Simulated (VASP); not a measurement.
Input of a VASP 6.6.1 run:

The input INCAR:

```
SYSTEM = Sc
  PREC = Accurate
  ENCUT = 600
  EDIFF = 1E-6
  ISMEAR = 0
  SIGMA = 0.1
  LREAL = .False.
  LASPH = .True.
  NELM = 100
  ALGO = Normal
  ISIF = 3
  LWAVE = .False.
  LCHARG = .False.
  GGA = PS
  IBRION = 2
  NSW = 90
  EDIFFG = -0.04
```

File KPOINTS:

```
Automatic mesh
0
Gamma
  6 6 6
  0 0 0
```

POSCAR

```
Sc
1.0
    1.7333235179      1.0007347996      8.3770438000
   -1.7333235179      1.0007347996      8.3770438000
    0.0000000000     -2.0014695993      8.3770438000
Sc
3
Direct
    0.0000000000      0.0000000000      0.0000000000
    0.2222200000      0.2222200000      0.2222200000
    0.7777800000      0.7777800000      0.7777800000
```

Potentials or basis: VASP PAW PBE potentials, release 64 (Sc_sv).

The run is started by

```sh
$ cat potpaw_PBE.64/Sc_sv/POTCAR > POTCAR
$ mpirun -np 1 vasp_std > vasp.out
```

Problem. Predict the space group after relaxing (to 0.1 Å).

Solution. R-3m (No. 166).

Problem. Predict the band gap on the k mesh.

Solution. Zero (an odd number of electrons rules out a gap without spin polarisation).

Stress tensor (GPa, compression positive):
```
-0.23  0.00  0.00
 0.00 -0.23  0.00
 0.00  0.00 -0.03
```

Caveat: the PAW data sets were made with another functional, which shifts forces and pressure a little.
